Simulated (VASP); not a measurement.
Wanted: the native input for a VASP 6.6.1 run.

```
Task                   : single point
Functional             : PBE
Potentials or basis    : VASP PAW PBE potentials, release 64 (Al, In_d, As)
Cutoff                 : 520 eV
k mesh                 : 4 × 4 × 4
Occupations            : gaussian, width 0.1 eV
Spin                   : no spin polarisation
Dipole correction      : no
Further INCAR settings : ALGO = Normal; EDIFF = 1e-07; NBANDS = 31
```

The structure of Al3InAs4 lies in POSCAR:

```
Al3InAs4
1.0
    5.8373046000      0.0000000000      0.0000000000
    0.0000000000      5.8373046000      0.0000000000
   -2.9186523000     -2.9186523000      5.8284506000
Al In As
3 1 4
Direct
    0.2500000000      0.7500000000      0.5000000000
    0.5000000000      0.5000000000      0.0000000000
    0.7500000000      0.2500000000      0.5000000000
    0.0000000000      0.0000000000      0.0000000000
    0.3940040000      0.8670580000      0.2610620000
    0.6059960000      0.6059960000      0.7389380000
    0.8670580000      0.3940040000      0.2610620000
    0.1329420000      0.1329420000      0.7389380000
```

These files were run (other wordings do the same):

INCAR

```
  PREC = Accurate
  ENCUT = 520
  EDIFF = 1E-7
  ISMEAR = 0
  SIGMA = 0.1
  LREAL = F
  LASPH = T
  NELM = 80
  ALGO = Normal
  ISIF = 2
  LWAVE = F
  LCHARG = F
  GGA = PE
  NBANDS = 31
```

KPOINTS

```
regular mesh
0
Gamma
  4 4 4
```

Potentials or basis: VASP PAW PBE potentials, release 64 (Al, In_d, As).

The run is started by

```sh
$ cat potpaw_PBE.64/Al/POTCAR potpaw_PBE.64/In_d/POTCAR potpaw_PBE.64/As/POTCAR > POTCAR
$ mpirun -np 1 vasp_std > vasp.out
```

It gave:

```
Pressure               : 0.1 GPa
Largest force          : 0.006 eV/Å
Band gap on the k mesh : 1.15 eV
```

Caveat: spin-orbit coupling is left out, which moves the levels of the heavy elements.

Wall time 76 s on 1 thread of Intel(R) Xeon(R) Platinum 8488C (Sapphire Rapids) (shared host), peak memory 0.38 GiB.
